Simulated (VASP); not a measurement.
MgS (Niningerite), 2 atoms in the cell. The typed cell holds 2 atoms: a = 3.679 Å, b = 3.679 Å, c = 3.679 Å, α = 60.00°, β = 60.00°, γ = 60.00°. 

| Property | Result |
| --- | --- |
| Program | VASP 6.6.1 |
| Task | single point |
| Functional | PBEsol |
| Potentials or basis | VASP PAW PBE potentials, release 64 (Mg, S) |
| Cutoff | 600 eV |
| k mesh | 4 × 4 × 4 |
| Occupations | gaussian, width 0.02 eV |
| Spin | no spin polarisation |
| Dipole correction | no |
| Further INCAR settings | ALGO = Normal; EDIFF = 1e-06; NBANDS = 11 |

Potentials or basis: VASP PAW PBE potentials, release 64 (Mg, S).

Command:

```sh
$ cat potpaw_PBE.64/Mg/POTCAR potpaw_PBE.64/S/POTCAR > POTCAR
$ mpirun -np 1 vasp_std > vasp.out
```

Hardware: 1 thread of AMD EPYC 9R45 96-Core Processor (Zen 5) (shared host).

Problem. How long does it take, and how much memory?

Solution. Run time: 11 s on 1 thread of AMD EPYC 9R45 96-Core Processor (Zen 5), with other jobs on the host, peak memory 0.14 GiB. Counts: scf iterations 12, k points 36.
